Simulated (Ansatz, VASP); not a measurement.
# One calculation of Sc, two programs

```xyz
2
Lattice="3.2095 0.0000 0.0000 -1.6048 2.9515 0.0000 0.0000 0.0000 5.2680" Properties=species:S:1:pos:R:3 pbc="T T T"
Sc    0.0000    1.9676    1.3170
Sc    1.6048    0.9838    3.9510
```

Change from the starting cell: strain -0.0300 x Voigt [1, -1, 0, 0, 0, 0], atoms carried along.

Alike in both runs: task single point; functional PBE; k mesh 18 × 18 × 10; occupations gaussian, width 0.15 eV; no spin polarisation.

```csv
,VASP,Ansatz
version,VASP 6.6.1,Ansatz 0.2.0
potentials or method,"VASP PAW PBE potentials, release 64 (Sc_sv), cutoff 520 eV","scalar-relativistic, plane waves, PAW"
valence electrons in the cell,22,22
```

|  | VASP | Ansatz | Ansatz less VASP |
| --- | --- | --- | --- |
| gap on the k mesh at the Fermi level (eV) | none | none | - |
| pressure (GPa) | -0.5 | -0.5 | -0.03 |
| traceless stress, the component that is largest in VASP (GPa) | 2.75 | 2.74 | -0.001 |
| rms of the force components (eV/Å) | 0.054 | 0.054 | 0.0000 |

Atom by atom the forces differ by 0.000 eV/Å (rms over components). A gap of «none» marks a metal or a gap that the smearing closes. With one functional, cell and mesh, what is left measures potentials, basis and numerics.
